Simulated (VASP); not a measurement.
A run of VASP 6.6.1:

INCAR

```
PREC     = Accurate       # precision mode
ENCUT    = 520            # plane-wave cutoff, eV
EDIFF    = 1E-6           # SCF threshold, eV
ISMEAR   = 0              # smearing method
SIGMA    = 0.05           # smearing width, eV
LREAL    = F              # projectors in reciprocal space
LASPH    = T              # aspherical terms in the spheres
NELM     = 80             # most SCF steps
ALGO     = Normal         # electronic algorithm
ISIF     = 2              # what is computed and relaxed
LWAVE    = F              # write WAVECAR
LCHARG   = T              # write CHGCAR
GGA      = PE             # functional
IVDW     = 12             # dispersion correction
LELF     = T              # ELF
LVHAR    = T            
NBANDS   = 11             # bands
```

File KPOINTS:

```
Automatic mesh
0
Gamma
  15 15 15
```

POSCAR

```
C
1.0
    1.2324809262      0.7115731945      3.3609366220
   -1.2324809262      0.7115731945      3.3609366220
    0.0000000000     -1.4231463891      3.3609366220
C
2
Direct
    0.1783332903      0.1783332903      0.1572532382
    0.8216667097      0.8216667097      0.8427467618
```

Potentials or basis: VASP PAW PBE potentials, release 64 (C).

The run is started by

```sh
$ cat potpaw_PBE.64/C/POTCAR > POTCAR
$ mpirun -np 1 vasp_std > vasp.out
```

Hardware: 1 thread of AMD EPYC 9R45 (Zen 5), on a shared host.

Q: How long does it take, and how much memory?

A: It took 4.5 min on 1 thread of AMD EPYC 9R45 (Zen 5), on a shared host, peak memory 0.23 GiB. Counts: scf iterations 12, k points 904.
